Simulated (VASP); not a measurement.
# SnSe (Fm-3m) in VASP: notebook, part 2 of 2

VASP 6.6.1.

### 4 Single point, PBE+D3(BJ) (strain +0.015 along x and y, +0.015 along z)

INCAR reads:

```
ALGO = Normal
EDIFF = 1E-6
ENCUT = 520
GGA = PE
ISIF = 2
ISMEAR = 0
IVDW = 12
LASPH = True
LCHARG = True
LELF = True
LREAL = False
LVHAR = True
LWAVE = False
NBANDS = 17
NELM = 80
PREC = Accurate
SIGMA = 0.05
```

KPOINTS reads:

```
k-points
0
Gamma
  10 10 10
```

POSCAR reads:

```
SnSe
1.0
    0.0000000000      3.0336003723      3.0336003723
    3.0336003723      0.0000000000      3.0336003723
    3.0336003723      3.0336003723      0.0000000000
Sn Se
1 1
Direct
    0.0000000000      0.0000000000      0.0000000000
    0.5000000000      0.5000000000      0.5000000000
```

Potentials or basis: VASP PAW PBE potentials, release 64 (Sn_d, Se).

On the command line:

```bash
$ cat potpaw_PBE.64/Sn_d/POTCAR potpaw_PBE.64/Se/POTCAR > POTCAR
$ mpirun -np 1 vasp_std > vasp.out
```

OUTCAR:

```text
EDIFF = 1E-6
   ENCUT = 520
   GGA = PE
   ISIF = 2
   ISMEAR = 0
   IVDW = 12
   LASPH = True
   LREAL = False
   NELM = 80
   PREC = Accurate
 IVDW          = 12

 ion  position               nearest neighbor table
   1  0.000  0.000  0.000-   2 3.03   2 3.03   2 3.03   2 3.03   2 3.03   2 3.03
   2  0.500  0.500  0.500-   1 3.03   1 3.03   1 3.03   1 3.03   1 3.03   1 3.03

  LATTYP: Found a face centered cubic cell.
 ALAT       =     6.0672007446

  Lattice vectors:

 A1 = (   0.0000000000,   3.0336003723,   3.0336003723)
 A2 = (   3.0336003723,   0.0000000000,   3.0336003723)
 A3 = (   3.0336003723,   3.0336003723,   0.0000000000)

Analysis of symmetry for initial positions (statically):
=====================================================================
 Subroutine PRICEL returns:
 Original cell was already a primitive cell.

 Routine SETGRP: Setting up the symmetry group for a
 face centered cubic supercell.

 Subroutine GETGRP returns: Found 48 space group operations
 (whereof 48 operations were pure point group operations)
 out of a pool of 48 trial point group operations.

The static configuration has the point symmetry O_h .

Analysis of symmetry for dynamics (positions and initial velocities):
=====================================================================
 Subroutine PRICEL returns:
 Original cell was already a primitive cell.

 Routine SETGRP: Setting up the symmetry group for a
 face centered cubic supercell.

 Subroutine GETGRP returns: Found 48 space group operations
 (whereof 48 operations were pure point group operations)
 out of a pool of 48 trial point group operations.

The dynamic configuration has the point symmetry O_h .

 Subroutine INISYM returns: Found 48 space group operations
 (whereof 48 operations are pure point group operations),
 and found     1 'primitive' translations

[... 109 lines left out ...]
   ISMEAR =     0;   SIGMA  =   0.05  broadening in eV -4-tet -1-fermi 0-gaus
   EFERMI_NEDOS =   21; number of points for ismear=-14 and -15
   IALGO  =     38    algorithm
   IMIX   =      4    mixing-type and parameters
     AMIX     =   0.40;   BMIX     =  1.00
     AMIX_MAG =   1.60;   BMIX_MAG =  1.00
  volume/ion in A,a.u.               =      27.92       188.40
  Fermi-wavevector in a.u.,A,eV,Ry     =   1.162652  2.197094 18.391811  1.351760
  Thomas-Fermi vector in A             =   2.299211
   LORBIT       =      0    0 simple, 1 ext, 2 COOP (PROOUT), +10 PAW based schemes
   GGA     = PE    functional components
   LHFCALC =     F    Hartree Fock is set to
   AEXX    =    0.0000 exact exchange contribution
   IVDW    =    12    specifies the selected vdW correction
   LEPSILON=     F    determine dielectric tensor
   LRPA    =     F    only Hartree local field effects (RPA)
 non-spin polarized calculation
 Gauss-broadening in eV      SIGMA  =   0.05
  energy-cutoff  :      520.00
  volume of cell :       55.83
 maximum number of plane-waves:      1524
   NGX = 15   NGY = 15   NGZ = 15

 number of electron      19.9999998 magnetization

 Free energy of the ion-electron system (eV)
  ---------------------------------------------------
  ext. energy  EPLUGINS =         0.00000000
  ---------------------------------------------------
  free energy    TOTEN  =        -8.21691608 eV

  energy without entropy =       -8.21691608  energy(sigma->0) =       -8.21691608

 E-fermi :   5.5928     XC(G=0):  -9.4909

 val. band max:        5.3455809047   @ k =   0.5000   0.0000   0.0000
 cond. band min:       5.8284939517   @ k =   0.5000   0.0000   0.0000
 fundamental gap:      0.4829130470
 Fermi energy:         5.5928323072

 k-point     1 :       0.0000    0.0000    0.0000
  band No.  band energies     occupation
      1     -16.2805      2.00000
      2     -16.2805      2.00000
      3     -16.2805      2.00000
      4     -16.2773      2.00000
      5     -16.2773      2.00000
      6      -8.3744      2.00000
[... 457 lines left out ...]
      4     -16.2686      2.00000
      5     -16.2676      2.00000
      6      -7.4950      2.00000
[... 9 lines left out ...]
     16      15.9030      0.00000
     17      16.6406      0.00000

 [... further k-points ...]

------------------------ aborting loop because EDIFF is reached ----------------------------------------

 Edisp (eV)   -0.68979

 E8    (eV) :    -0.3110

  FORCE on cell =-STRESS in cart. coord.  units (eV):
  Direction    XX          YY          ZZ          XY          YZ          ZX
  --------------------------------------------------------------------------------------
  -------------------------------------------------------------------------------------
  Total      -0.76347    -0.76347    -0.76347     0.00000    -0.00000    -0.00000
  in kB     -21.90761   -21.90761   -21.90761     0.00000    -0.00000    -0.00000
  external pressure =      -21.91 kB  Pullay stress =        0.00 kB

 VOLUME and BASIS-vectors are now :
 -----------------------------------------------------------------------------
  energy-cutoff  :      520.00
  volume of cell :       55.83
      direct lattice vectors                 reciprocal lattice vectors
     0.000000000  3.033600372  3.033600372    -0.164820655  0.164820655  0.164820655
     3.033600372  0.000000000  3.033600372     0.164820655 -0.164820655  0.164820655
     3.033600372  3.033600372  0.000000000     0.164820655  0.164820655 -0.164820655

 POSITION                                       TOTAL-FORCE (eV/Angst)
 -----------------------------------------------------------------------------------
      0.00000      0.00000      0.00000        -0.000000     -0.000000     -0.000000
      3.03360      3.03360      3.03360         0.000000      0.000000      0.000000
 -----------------------------------------------------------------------------------
    total drift:                                0.000000     -0.000000     -0.000000

  FREE ENERGIE OF THE ION-ELECTRON SYSTEM (eV)
  ---------------------------------------------------
  free  energy   TOTEN  =        -8.9067021640 eV

  energy  without entropy=       -8.9067021640  energy(sigma->0) =       -8.90670216
```

OSZICAR:

```text
N       E                     dE             d eps       ncg     rms          rms(c)
DAV:   1     0.130526659242E+03    0.13053E+03   -0.98373E+03  1608   0.142E+03
DAV:   2     0.426982167880E+01   -0.12626E+03   -0.12283E+03  1727   0.339E+02
DAV:   3    -0.808606834766E+01   -0.12356E+02   -0.12259E+02  1933   0.933E+01
DAV:   4    -0.840717289306E+01   -0.32110E+00   -0.32083E+00  1908   0.161E+01
DAV:   5    -0.841668916800E+01   -0.95163E-02   -0.95158E-02  2262   0.267E+00    0.296E+00
DAV:   6    -0.821539366184E+01    0.20130E+00   -0.50586E-01  2262   0.399E+00    0.173E+00
DAV:   7    -0.821464248162E+01    0.75118E-03   -0.87257E-02  1850   0.129E+00    0.895E-01
DAV:   8    -0.821709370721E+01   -0.24512E-02   -0.96987E-03  1927   0.857E-01    0.133E-01
DAV:   9    -0.821682141567E+01    0.27229E-03   -0.16108E-03  2227   0.313E-01    0.569E-02
DAV:  10    -0.821690899728E+01   -0.87582E-04   -0.20116E-04  1861   0.798E-02    0.128E-02
DAV:  11    -0.821691566354E+01   -0.66663E-05   -0.17631E-05  2098   0.363E-02    0.253E-03
DAV:  12    -0.821691607828E+01   -0.41475E-06   -0.14384E-06  1788   0.121E-02
   1 F= -.89067022E+01 E0= -.89067022E+01  d E =-.104696E-12
```

Wall time 17 s (1 thread of Intel Xeon 6975P-C (Granite Rapids), shared host); peak memory 0.21 GiB.

What came out:

```
Free energy                : -8.9067 eV
Pressure                   : -2.2 GPa
Band gap on the k mesh     : 0.48 eV, direct
Dispersion energy per atom : -0.345 eV
```

Levels at points of the mesh, in eV from the valence-band top:
```tsv
k point	band 6	band 7	band 8	band 9	band 10	band 11	band 12	band 13	band 14	band 15
(0.00, 0.00, 0.00)	-13.72	-5.15	-2.13	-2.13	-2.13	4.22	4.22	4.22	5.88	5.88
(0.50, 0.00, 0.00)	-12.84	-7.94	-1.89	-1.89	0.00	0.48	1.25	1.25	8.18	10.01
(0.50, 0.50, 0.00)	-12.58	-6.02	-5.32	-3.54	-3.54	3.09	5.21	5.21	5.81	10.36
```

Caveat: the cell differs from its parent crystal (strain +0.015 along x and y, +0.015 along z); spin-orbit coupling is left out, which moves the levels of the heavy elements. A k mesh can miss the band edges.

### 5 Single point, PBE+D3(BJ) (strain +0.030 along x and y, +0.030 along z)

INCAR reads:

```
SYSTEM = SnSe
PREC     = Accurate       ! precision mode
ENCUT    = 520            ! plane-wave cutoff, eV
EDIFF    = 1E-6           ! SCF threshold, eV
ISMEAR   = 0              ! smearing method
SIGMA    = 0.05           ! smearing width, eV
LREAL    = .FALSE.        ! projectors in reciprocal space
LASPH    = .TRUE.         ! aspherical terms in the spheres
NELM     = 60             ! most SCF steps
ALGO     = Normal         ! electronic algorithm
ISIF     = 2              ! what is computed and relaxed
LWAVE    = .FALSE.        ! write WAVECAR
LCHARG   = .TRUE.         ! write CHGCAR
GGA      = PE             ! functional
IVDW     = 12             ! dispersion correction
LELF     = .TRUE.         ! ELF
LVHAR    = .TRUE.       
NBANDS   = 17             ! bands
```

KPOINTS reads:

```
regular mesh
0
G
  10 10 10
  0 0 0
```

POSCAR reads:

```
SnSe
1.0
    0.0000000000      3.0784319049      3.0784319049
    3.0784319049      0.0000000000      3.0784319049
    3.0784319049      3.0784319049      0.0000000000
Sn Se
1 1
Direct
    0.0000000000      0.0000000000      0.0000000000
    0.5000000000      0.5000000000      0.5000000000
```

On the command line:

```bash
$ cat potpaw_PBE.64/Sn_d/POTCAR potpaw_PBE.64/Se/POTCAR > POTCAR
$ mpirun -np 1 vasp_std > vasp.out
```

Wall time 17 s (1 thread of Intel Xeon 6975P-C (Granite Rapids), shared host); peak memory 0.21 GiB.

Results (log left out):

| Property | Result |
| --- | --- |
| Free energy | -8.8605 eV |
| Pressure | -3.6 GPa |
| Band gap on the k mesh | 0.31 eV, direct |
| Dispersion energy per atom | -0.331 eV |

Levels at points of the mesh, in eV from the valence-band top:
```csv
k point,band 8,band 9,band 10,band 11,band 12,band 13
"(0.00, 0.00, 0.00)",-2.04,-2.04,-2.04,4.02,4.02,4.02
"(0.50, 0.00, 0.00)",-1.81,-1.81,0.00,0.31,1.24,1.24
"(0.50, 0.50, 0.00)",-5.05,-3.36,-3.36,3.21,4.94,4.94
```

Caveat: the cell differs from its parent crystal (strain +0.030 along x and y, +0.030 along z); spin-orbit coupling is left out, which moves the levels of the heavy elements. A k mesh can miss the band edges.

### 6 Summary

```tsv
cell	gap on the mesh (eV)	pressure (GPa)
a = 4.100 Å, angles 60.0°, 2 atoms	0.36	5.9
a = 4.163 Å, angles 60.0°, 2 atoms	0.46	2.6
a = 4.290 Å, angles 60.0°, 2 atoms	0.48	-2.2
a = 4.354 Å, angles 60.0°, 2 atoms	0.31	-3.6
```

Alike in all rows: task single point; level PBE+D3(BJ); potentials or basis VASP PAW PBE potentials, release 64 (Sn_d, Se); no spin polarisation; k mesh 10 × 10 × 10; cutoff (eV) 520; smearing gaussian 0.05 eV.

Caveats: spin-orbit coupling is left out, which moves the levels of the heavy elements.

Absolute energies hang on the potentials; compare differences alone.
